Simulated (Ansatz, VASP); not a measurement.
**Two plane-wave programs on PbF2**

The input INCAR:

```
SYSTEM = PbF2
ALGO = Normal
EDIFF = 1E-6
ENCUT = 520
GGA = PE
ISIF = 2
ISMEAR = 0
LASPH = .TRUE.
LCHARG = .FALSE.
LREAL = .FALSE.
LWAVE = .FALSE.
NBANDS = 21
NELM = 60
PREC = Accurate
SIGMA = 0.05
```

The input KPOINTS:

```
k-points
0
G
  8 8 8
  0 0 0
```

Contents of POSCAR:

```
PbF2
1.0
    0.0000000000      2.7322620000      2.9698500000
    2.7322620000      0.0000000000      2.9698500000
    2.7322620000      2.7322620000      0.0000000000
Pb F
1 2
Direct
    0.0000000000      0.0000000000      0.0000000000
    0.2500000000      0.2500000000      0.2500000000
    0.7500000000      0.7500000000      0.7500000000
```

Input for Ansatz:

```yaml
crystal:
  lattice:
    - [0.0, 2.732262, 2.96985]
    - [2.732262, 0.0, 2.96985]
    - [2.732262, 2.732262, 0.0]
  atoms:
    - { symbol: Pb, position: [0.0, 0.0, 0.0] }
    - { symbol: F, position: [0.25, 0.25, 0.25] }
    - { symbol: F, position: [0.75, 0.75, 0.75] }
basis:
  ecutwfc: 420
kpoints:
  mp_grid: { grid: [8, 8, 8] }
hamiltonian:
  xc: pbe
scf:
  occupations: { method: gaussian, width: 0.05 }
output:
  forces: true
  stress: true
  eigenvalues: true
  write_density: true
  write_potential: true
  elf: true
  volumetric_format: npy
```

Change from the starting cell: strain -0.080 along x and y, +0.000 along z, atoms carried along.

Alike in both runs: task single point; functional PBE; k mesh 8 × 8 × 8; occupations gaussian, width 0.05 eV; no spin polarisation.

|  | VASP | Ansatz |
| --- | --- | --- |
| version | VASP 6.6.1 | Ansatz 0.2.0 |
| potentials or method | VASP PAW PBE potentials, release 64 (Pb_d, F), cutoff 520 eV | scalar-relativistic, plane waves, PAW |
| valence electrons in the cell | 28 | 28 |

Ansatz gave:

* gap on the k mesh at the Fermi level (eV): 3.98
* least direct gap on the mesh (eV): 4.41
* pressure (GPa): 20.6
* traceless stress, the component that is largest in VASP (GPa): -2.22

Task: What did VASP give for the same quantities?

Result: gap on the k mesh at the Fermi level (eV): 3.98; least direct gap on the mesh (eV): 4.41; pressure (GPa): 20.4; traceless stress, the component that is largest in VASP (GPa): -2.21.

Spin-orbit coupling is off throughout.
